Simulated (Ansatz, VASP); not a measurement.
Two plane-wave programs on Sc2Ta

```xyz
3
Lattice="4.9634 0.0000 0.0000 -2.4817 4.2985 0.0000 0.0000 0.0000 2.9397" Properties=species:S:1:pos:R:3 pbc="T T T"
Sc    0.0000    2.8656    1.4699
Sc    2.4817    1.4328    1.4699
Ta    0.0000    0.0000    0.0000
```

Change from the starting cell: species swapped into the CrB2 type (P6/mmm, No. 191).

Alike in both runs: functional PBE; k mesh 6 × 6 × 4; occupations gaussian, width 0.1 eV; no spin polarisation.

Ansatz relaxed the structure, and its values are those at the end. VASP's run is a single point on that final structure, the one shown.

```csv
,VASP,Ansatz
version,VASP 6.6.1,Ansatz 0.2.0
potentials or method,"VASP PAW PBE potentials, release 64 (Sc_sv, Ta_pv), cutoff 520 eV","scalar-relativistic, plane waves, PAW"
valence electrons in the cell,33,35
```

Ansatz gave:

```
gap on the k mesh at the Fermi level (eV) : none
pressure (GPa)                            : 0.1
```

Problem. Estimate VASP's values.

Solution. gap on the k mesh at the Fermi level (eV): none; pressure (GPa): 0.2.

A gap of «none» marks a metal or a gap that the smearing closes. VASP's potentials hold 33 valence electrons a cell and Ansatz's 35, so a difference there can come from the potentials and not from the codes.

The k mesh is coarse, so the values compare programs but aren't converged. Neither program's run includes spin-orbit coupling.
